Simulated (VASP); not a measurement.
The system is TlBr.

```
Tl Br
1.0
     3.94518    0.00000    0.00000
     0.00000    3.94518    0.00000
     0.00000    0.00000    3.94518
Tl Br
1 1
Direct
  0.00000 0.00000 0.00000
  0.50000 0.50000 0.50000
```

Base run:

| Item | Value |
| --- | --- |
| Program | VASP 6.6.1 |
| Functional | HSE06 |
| Potentials or basis | VASP PAW PBE potentials, release 64 (Tl_d, Br) |
| Cutoff | 400 eV |
| k mesh | 4 × 4 × 4 |
| Occupations | gaussian, width 0.01 eV |
| Spin | no spin polarisation |

Its results: band gap on the k mesh 2.47 eV; pressure 1.6 GPa.

Task: The run is repeated on the same cell with these changes: functional from HSE06 to PBE; cutoff from 400 eV to 500 eV. What comes out?

Result: Band gap on the k mesh 1.78 eV; pressure 2.1 GPa.

Caveats: spin-orbit coupling is left out, which moves the levels of the heavy elements; the PAW data sets were made with another functional, which shifts forces and pressure a little (at least some runs).

A k mesh can miss the band edges.
